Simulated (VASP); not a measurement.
# SnO2 (Pnnm) in VASP: further runs

SnO2 is run at these levels: LDA; tasks: single point.

Everything below comes from runs of VASP 6.6.1. Logs are shortened: lines on timing, memory, paths and dates and some standing lists are left out, and cuts for length are marked.

**1. The cell of the first run**

The typed cell holds 6 atoms: a = 4.705 Å, b = 4.703 Å, c = 3.185 Å, α = 90.00°, β = 90.00°, γ = 90.00°.

**2. Single point, LDA**

The input, INCAR:

```
PREC     = Accurate       # precision mode
ENCUT    = 520            # plane-wave cutoff, eV
EDIFF    = 1E-6           # SCF threshold, eV
ISMEAR   = 0              # smearing method
SIGMA    = 0.02           # smearing width, eV
LREAL    = False          # projectors in reciprocal space
LASPH    = True           # aspherical terms in the spheres
NELM     = 100            # most SCF steps
ALGO     = Normal         # electronic algorithm
ISIF     = 2              # what is computed and relaxed
LWAVE    = False          # write WAVECAR
LCHARG   = True           # write CHGCAR
LELF     = True           # ELF
LVHAR    = True         
NBANDS   = 35             # bands
```

The input, KPOINTS:

```
regular mesh
0
Gamma
  6 6 8
```

The input, POSCAR:

```
SnO2
1.0
    4.7046905647      0.0000000000      0.0000000000
    0.0000000000      4.7025842444      0.0000000000
    0.0000000000      0.0000000000      3.1850108019
Sn O
2 4
Direct
    0.5000000000      0.5000000000      0.5000000000
    0.0000000000      0.0000000000      0.0000000000
    0.3060052295      0.3058429145      0.0000000000
    0.8060052295      0.1941570855      0.5000000000
    0.1939947705      0.8058429145      0.5000000000
    0.6939947705      0.6941570855      0.0000000000
```

Potentials or basis: VASP PAW LDA potentials, release 64 (Sn_d, O).

On the command line:

```console
$ cat potpaw_LDA.64/Sn_d/POTCAR potpaw_LDA.64/O/POTCAR > POTCAR
$ mpirun -np 1 vasp_std > vasp.out
```

OUTCAR:

```text
PREC = Accurate
   ENCUT = 520
   EDIFF = 1E-6
   ISMEAR = 0
   LREAL = False
   LASPH = True
   NELM = 100
   ISIF = 2

 ion  position               nearest neighbor table
   1  0.500  0.500  0.500-   4 2.03   5 2.03   3 2.05   6 2.05   3 2.05   6 2.05   2 3.69   2 3.69
                             2 3.69   2 3.69   2 3.69   2 3.69   2 3.69   2 3.69
   2  0.000  0.000  0.000-   3 2.03   6 2.03   5 2.05   4 2.05   4 2.05   5 2.05   1 3.69   1 3.69
                             1 3.69   1 3.69   1 3.69   1 3.69   1 3.69   1 3.69
   3  0.306  0.306  0.000-   2 2.03   1 2.05   1 2.05
   4  0.806  0.194  0.500-   1 2.03   2 2.05   2 2.05
   5  0.194  0.806  0.500-   1 2.03   2 2.05   2 2.05
   6  0.694  0.694  0.000-   2 2.03   1 2.05   1 2.05

  LATTYP: Found a simple orthorhombic cell.
 ALAT       =     3.1850108019
 B/A-ratio  =     1.4764735622
 C/A-ratio  =     1.4771348850

  Lattice vectors:

 A1 = (   0.0000000000,   0.0000000000,  -3.1850108019)
 A2 = (   0.0000000000,   4.7025842444,   0.0000000000)
 A3 = (   4.7046905647,   0.0000000000,   0.0000000000)

Analysis of symmetry for initial positions (statically):
=====================================================================
 Subroutine PRICEL returns:
 Original cell was already a primitive cell.

 Routine SETGRP: Setting up the symmetry group for a
 simple orthorhombic supercell.

 Subroutine GETGRP returns: Found  8 space group operations
 (whereof  4 operations were pure point group operations)
 out of a pool of  8 trial point group operations.

The static configuration has the point symmetry C_2h.
 The point group associated with its full space group is D_2h.

Analysis of symmetry for dynamics (positions and initial velocities):
=====================================================================
 Subroutine PRICEL returns:
 Original cell was already a primitive cell.

 Routine SETGRP: Setting up the symmetry group for a
 simple orthorhombic supercell.

 Subroutine GETGRP returns: Found  8 space group operations
 (whereof  4 operations were pure point group operations)
 out of a pool of  8 trial point group operations.

The dynamic configuration has the point symmetry C_2h.
 The point group associated with its full space group is D_2h.

 Subroutine INISYM returns: Found  8 space group operations
 (whereof  4 operations are pure point group operations),
 and found     1 'primitive' translations

----------------------------------------------------------------------------------------

                                     Primitive cell

  volume of cell :      70.4658

  direct lattice vectors                    reciprocal lattice vectors
     4.704690565  0.000000000  0.000000000     0.212553830  0.000000000  0.000000000
     0.000000000  4.702584244  0.000000000     0.000000000  0.212649035  0.000000000
     0.000000000  0.000000000  3.185010802     0.000000000  0.000000000  0.313970678

  length of vectors
     4.704690565  4.702584244  3.185010802     0.212553830  0.212649035  0.313970678

  position of ions in fractional coordinates (direct lattice)
     0.500000000  0.500000000  0.500000000
     0.000000000  0.000000000  0.000000000
     0.306005230  0.305842914  0.000000000
     0.806005230  0.194157086  0.500000000
     0.193994770  0.805842914  0.500000000
     0.693994770  0.694157086  0.000000000

  ion indices of the primitive-cell ions
   primitive index   ion index
                 1           1
                 2           2
                 3           3
                 4           4
                 5           5
                 6           6

----------------------------------------------------------------------------------------

 KPOINTS: regular mesh

Automatic generation of k-mesh.
 Grid dimensions read from file:
 generate k-points for:    6    6    8

 Generating k-lattice:

  Cartesian coordinates                     Fractional coordinates (reciprocal lattice)
     0.035425638  0.000000000  0.000000000     0.166666667  0.000000000  0.000000000
     0.000000000  0.035441506  0.000000000     0.000000000  0.166666667  0.000000000
     0.000000000  0.000000000  0.039246335     0.000000000  0.000000000  0.125000000

  Length of vectors
     0.035425638  0.035441506  0.039246335

  Shift w.r.t. Gamma in fractional coordinates (k-lattice)
     0.000000000  0.000000000  0.000000000

 Subroutine IBZKPT returns following result:
 ===========================================

 Found     80 irreducible k-points:

 Following reciprocal coordinates:
            Coordinates               Weight
  0.000000  0.000000  0.000000      1.000000
  0.166667  0.000000  0.000000      2.000000
  0.333333  0.000000  0.000000      2.000000
  0.500000  0.000000  0.000000      1.000000
  0.000000  0.166667  0.000000      2.000000
  0.166667  0.166667  0.000000      4.000000
[... 16 lines left out ...]
  0.333333  0.166667  0.125000      8.000000
  0.500000  0.166667  0.125000      4.000000
 [... further k-points ...]
   k-points           NKPTS =     80   k-points in BZ     NKDIM =     80   number of bands    NBANDS=     35
   number of dos      NEDOS =    301   number of ions     NIONS =      6
   total plane-waves  NPLWV =  31104
   dimension x,y,z NGX =    36 NGY =   36 NGZ =   24
   dimension x,y,z NGXF=    72 NGYF=   72 NGZF=   48
   ions per type =               2   4
   NGX,Y,Z   is equivalent  to a cutoff of  12.72, 12.73, 12.53 a.u.
   NGXF,Y,Z  is equivalent  to a cutoff of  25.44, 25.45, 25.05 a.u.
 SYSTEM =  unknown system
   PREC   = accura    normal or accurate (medium, high low for compatibility)
   ISTART =      0    job   : 0-new  1-cont  2-samecut
   ICHARG =      2    charge: 1-file 2-atom 10-const
   ISPIN  =      1    spin polarized calculation?
   LNONCOLLINEAR =      F non collinear calculations
   LSORBIT =      F    spin-orbit coupling
   LASPH  =      T    aspherical Exc in radial PAW
   ENCUT  =  520.0 eV  38.22 Ry    6.18 a.u.   8.75  8.74  5.92*2*pi/ulx,y,z
   NELM   =    100;   NELMIN=  2; NELMDL= -5     # of ELM steps
   EDIFF  = 0.1E-05   stopping-criterion for ELM
   LREAL  =      F    real-space projection
   EDIFFG = 0.1E-04   stopping-criterion for IOM
   NSW    =      0    number of steps for IOM
   IBRION =     -1    ionic relax: 0-MD 1-quasi-New 2-CG
   NFREE  =      0    steps in history (QN), initial steepest desc. (CG)
   ISIF   =      2    stress and relaxation
   ISYM   =      2    0-nonsym 1-usesym 2-fastsym
   POTIM  = 0.5000    time-step for ionic-motion
   TEBEG  =    0.0;   TEEND  =   0.0 temperature during run
   PSTRESS=    0.0 pullay stress
   NELECT =      52.0000    total number of electrons
   NUPDOWN=      -1.0000    fix difference up-down
   EMIN   =  10.00;   EMAX   =-10.00  energy-range for DOS
   EFERMI =   0.00;   METHOD = LEGACY
   ISMEAR =     0;   SIGMA  =   0.02  broadening in eV -4-tet -1-fermi 0-gaus
   EFERMI_NEDOS =   21; number of points for ismear=-14 and -15
   IALGO  =     38    algorithm
   IMIX   =      4    mixing-type and parameters
     AMIX     =   0.40;   BMIX     =  1.00
     AMIX_MAG =   1.60;   BMIX_MAG =  1.00
  volume/ion in A,a.u.               =      11.74        79.25
  Fermi-wavevector in a.u.,A,eV,Ry     =   1.479391  2.795644 29.777696  2.188599
  Thomas-Fermi vector in A             =   2.593555
   LORBIT       =      0    0 simple, 1 ext, 2 COOP (PROOUT), +10 PAW based schemes
   GGA     = CA    functional components
   LHFCALC =     F    Hartree Fock is set to
   AEXX    =    0.0000 exact exchange contribution
   IVDW    =     0    specifies the selected vdW correction
   LEPSILON=     F    determine dielectric tensor
   LRPA    =     F    only Hartree local field effects (RPA)
 non-spin polarized calculation
 Gauss-broadening in eV      SIGMA  =   0.02
  energy-cutoff  :      520.00
  volume of cell :       70.47
 maximum number of plane-waves:      1928
 NGX is ok and might be reduce to    36
   NGX = 17   NGY = 17   NGZ = 11

 number of electron      51.9999983 magnetization

 Free energy of the ion-electron system (eV)
  ---------------------------------------------------
  ext. energy  EPLUGINS =         0.00000000
  ---------------------------------------------------
  free energy    TOTEN  =       -42.27034513 eV

  energy without entropy =      -42.27034513  energy(sigma->0) =      -42.27034513

 E-fermi :   6.1711     XC(G=0): -11.8828

 val. band max:        6.0507229752   @ k =   0.0000   0.0000   0.0000
 cond. band min:       7.3519111824   @ k =   0.0000   0.0000   0.0000
 fundamental gap:      1.3011882072
 Fermi energy:         6.1710605571

 k-point     1 :       0.0000    0.0000    0.0000
  band No.  band energies     occupation
      1     -14.9841      2.00000
      2     -14.1769      2.00000
      3     -13.8922      2.00000
      4     -13.8729      2.00000
      5     -13.8729      2.00000
      6     -13.8025      2.00000
[... 27 lines left out ...]
     34      18.1596      0.00000
     35      18.5159      0.00000

 k-point     2 :       0.1667    0.0000    0.0000
  band No.  band energies     occupation
      1     -14.9400      2.00000
      2     -14.2270      2.00000
      3     -13.8921      2.00000
      4     -13.8708      2.00000
      5     -13.8707      2.00000
      6     -13.8388      2.00000
[... 27 lines left out ...]
     34      18.1328      0.00000
     35      18.4655      0.00000

 k-point     3 :       0.3333    0.0000    0.0000
  band No.  band energies     occupation
      1     -14.8118      2.00000
      2     -14.3926      2.00000
      3     -13.8919      2.00000
      4     -13.8795      2.00000
      5     -13.8663      2.00000
      6     -13.8661      2.00000
[... 27 lines left out ...]
     34      18.1433      0.00000
     35      18.3974      0.00000

 k-point     4 :       0.5000    0.0000    0.0000
  band No.  band energies     occupation
      1     -14.6156      2.00000
      2     -14.6156      2.00000
      3     -13.8905      2.00000
      4     -13.8905      2.00000
      5     -13.8639      2.00000
      6     -13.8639      2.00000
[... 27 lines left out ...]
     34      18.2933      0.00000
     35      18.4782      0.00000

 k-point     5 :       0.0000    0.1667    0.0000
  band No.  band energies     occupation
      1     -14.9400      2.00000
      2     -14.2270      2.00000
      3     -13.8921      2.00000
      4     -13.8708      2.00000
      5     -13.8707      2.00000
      6     -13.8388      2.00000
[... 638 lines left out ...]
 k-point    22 :       0.1667    0.1667    0.1250
  band No.  band energies     occupation
      1     -14.8378      2.00000
      2     -14.2484      2.00000
      3     -14.0269      2.00000
      4     -14.0189      2.00000
      5     -13.8547      2.00000
      6     -13.7954      2.00000
[... 27 lines left out ...]
     34      18.0947      0.00000
     35      18.3462      0.00000

 k-point    23 :       0.3333    0.1667    0.1250
  band No.  band energies     occupation
      1     -14.7445      2.00000
      2     -14.4139      2.00000
      3     -14.0275      2.00000
      4     -14.0219      2.00000
      5     -13.8432      2.00000
      6     -13.8015      2.00000
[... 27 lines left out ...]
     34      18.1281      0.00000
     35      18.2944      0.00000

 k-point    24 :       0.5000    0.1667    0.1250
  band No.  band energies     occupation
      1     -14.5956      2.00000
      2     -14.5956      2.00000
      3     -14.0257      2.00000
      4     -14.0257      2.00000
      5     -13.8222      2.00000
      6     -13.8222      2.00000
[... 27 lines left out ...]
     34      18.2061      0.00000
     35      18.4383      0.00000

 [... further k-points ...]
[... 5 lines left out ...]
  --------------------------------------------------------------------------------------
  -------------------------------------------------------------------------------------
  Total        1.3055024      1.3181084      1.5106971      0.0000000      0.0000000      0.0000000
  in kB       29.6831307     29.9697514     34.3486309      0.0000000      0.0000000      0.0000000
  external PRESSURE =      31.3338376 kB  Pullay stress =       0.0000000 kB

 VOLUME and BASIS-vectors are now :
 -----------------------------------------------------------------------------
  energy-cutoff  :      520.00
  volume of cell :       70.47
      direct lattice vectors                 reciprocal lattice vectors
     4.704690565  0.000000000  0.000000000     0.212553830  0.000000000  0.000000000
     0.000000000  4.702584244  0.000000000     0.000000000  0.212649035  0.000000000
     0.000000000  0.000000000  3.185010802     0.000000000  0.000000000  0.313970678

 POSITION                                       TOTAL-FORCE (eV/Angst)
 -----------------------------------------------------------------------------------
      2.35235      2.35129      1.59251         0.000000      0.000000      0.000000
      0.00000      0.00000      0.00000         0.000000      0.000000      0.000000
      1.43966      1.43825      0.00000        -0.014226     -0.014298      0.000000
      3.79201      0.91304      1.59251        -0.014226      0.014298      0.000000
      0.91269      3.78954      1.59251         0.014226     -0.014298      0.000000
      3.26503      3.26433      0.00000         0.014226      0.014298      0.000000
 -----------------------------------------------------------------------------------
    total drift:                                0.000000      0.000000      0.000000

  FREE ENERGIE OF THE ION-ELECTRON SYSTEM (eV)
  ---------------------------------------------------
  free  energy   TOTEN  =       -42.2703451255 eV

  energy  without entropy=      -42.2703451255  energy(sigma->0) =      -42.27034513
```

Wall time 3.1 min (1 thread of Intel Xeon 8259CL, shared host); peak memory 0.26 GiB.

What came out:

```
Free energy            : -42.2703 eV
Pressure               : 3.1 GPa
Largest force          : 0.020 eV/Å
Band gap on the k mesh : 1.30 eV
```

Forces on the atoms (eV/Å):
```
Sn   0.000  0.000  0.000
Sn   0.000  0.000  0.000
O   -0.014 -0.014  0.000
O   -0.014  0.014  0.000
O    0.014 -0.014  0.000
O    0.014  0.014  0.000
```

Caveat: the cell stands under pressure; spin-orbit coupling is left out, which moves the levels of the heavy elements.

**3. Single point, LDA**

The input, INCAR:

```
ALGO = Normal
EDIFF = 1E-7
ENCUT = 520
GGA = CA
ISIF = 2
ISMEAR = 0
LASPH = T
LCHARG = F
LREAL = F
LWAVE = F
NBANDS = 35
NELM = 60
PREC = Accurate
SIGMA = 0.02
```

The input, KPOINTS:

```
k-points
0
Gamma
  6 6 8
```

POSCAR is that of step 2.

Potentials or basis: VASP PAW LDA potentials, release 64 (Sn_d, O).

On the command line:

```console
$ cat potpaw_LDA.64/Sn_d/POTCAR potpaw_LDA.64/O/POTCAR > POTCAR
$ mpirun -np 1 vasp_std > vasp.out
```

Run time: 3.7 min. Hardware: 1 thread of Intel Xeon 8259CL, shared host; peak memory 0.26 GiB.

It converged, with:

```
Free energy            : -42.2703 eV
Pressure               : 3.1 GPa
Largest force          : 0.020 eV/Å
Band gap on the k mesh : 1.30 eV
```

Forces on the atoms (eV/Å):
```
Sn   0.000  0.000  0.000
Sn   0.000  0.000  0.000
O   -0.014 -0.014  0.000
O   -0.014  0.014  0.000
O    0.014 -0.014  0.000
O    0.014  0.014  0.000
```

Stress tensor (GPa, compression positive):
```
2.96 0.00 0.00
0.00 2.99 0.00
0.00 0.00 3.43
```

Levels at points of the mesh, in eV from the valence-band top:
```tsv
k point	band 24	band 25	band 26	band 27	band 28	band 29
(0.00, 0.00, 0.00)	-0.82	-0.81	0.00	1.30	6.03	6.11
(0.50, 0.00, 0.00)	-1.24	-0.66	-0.66	4.46	4.46	6.87
(0.00, 0.50, 0.00)	-1.24	-0.66	-0.66	4.46	4.46	6.87
(0.50, 0.50, 0.00)	-1.36	-0.92	-0.92	4.85	4.85	7.39
(0.00, 0.00, 0.50)	-1.76	-1.30	-1.30	6.18	6.18	9.62
(0.50, 0.00, 0.50)	-1.16	-0.70	-0.70	6.47	6.47	8.00
(0.00, 0.50, 0.50)	-1.15	-0.70	-0.70	6.47	6.47	8.00
(0.50, 0.50, 0.50)	-1.00	-0.86	-0.86	4.82	4.82	8.70
```

Caveat: the cell stands under pressure; spin-orbit coupling is left out, which moves the levels of the heavy elements.

[end of part 1 of 2]
